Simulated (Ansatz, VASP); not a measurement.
Two plane-wave programs on TiO

File INCAR:

```
SYSTEM = TiO
PREC = Accurate
ENCUT = 520
EDIFF = 1E-6
ISMEAR = 0
SIGMA = 0.05
LREAL = .False.
LASPH = .True.
NELM = 150
ALGO = Normal
ISIF = 2
LWAVE = .False.
LCHARG = .False.
ISPIN = 2
MAGMOM = 0.05 0.05 0 0
LORBIT = 11
LMAXMIX = 4
GGA = PS
NBANDS = 30
```

The input KPOINTS:

```
regular mesh
0
Gamma
  10 10 6
  0 0 0
```

The input POSCAR:

```
TiO
1.0
    3.1454913155      0.0000000000      0.0000000000
    0.0000000000      3.1454913155      0.0000000000
    0.0000000000      0.0000000000      4.7630316324
Ti O
2 2
Direct
    0.0000000000      0.5000000000      0.0000000000
    0.5000000000      0.0000000000      0.5000000000
    0.0000000000      0.0000000000      0.2500000000
    0.0000000000      0.0000000000      0.7500000000
```

Input for Ansatz:

```yaml
crystal:
  lattice:
    - [3.1454913155, 0.0, 0.0]
    - [0.0, 3.1454913155, 0.0]
    - [0.0, 0.0, 4.7630316324]
  atoms:
    - { symbol: Ti, position: [0.0, 0.5, 0.0], spin: 0.05 }
    - { symbol: Ti, position: [0.5, 0.0, 0.5], spin: 0.05 }
    - { symbol: O, position: [0.0, 0.0, 0.25] }
    - { symbol: O, position: [0.0, 0.0, 0.75] }
basis:
  ecutwfc: 420
  ecutrho_ratio: 4
kpoints:
  mp_grid: { grid: [10, 10, 6] }
hamiltonian:
  xc: pbesol
scf:
  occupations: { method: gaussian, width: 0.05 }
output:
  forces: true
  stress: true
  eigenvalues: true
  populations: true
magnetization:
  spin_polarized: true
```

Change from the starting cell: strain e3 = -0.02, atoms carried along.

Alike in both runs: task single point; functional PBEsol; k mesh 10 × 10 × 6; occupations gaussian, width 0.05 eV; collinear spin.

```csv
,VASP,Ansatz
version,VASP 6.6.1,Ansatz 0.2.0
potentials or method,"VASP PAW PBE potentials, release 64 (Ti_sv, O), cutoff 520 eV","scalar-relativistic, plane waves, PAW"
valence electrons in the cell,36,36
```

Ansatz gave:

| Property | Result |
| --- | --- |
| pressure (GPa) | 4.5 |
| traceless stress, the component that is largest in VASP (GPa) | 3.22 |
| net moment per atom (μB) | 0.00 |

Task: What did VASP give for the same quantities?

Result: Pressure (GPa): 5.1; traceless stress, the component that is largest in VASP (GPa): 3.40; net moment per atom (μB): 0.00.

VASP's potentials were made for PBE, not for PBEsol. Ansatz's warnings: seeded moment not kept.
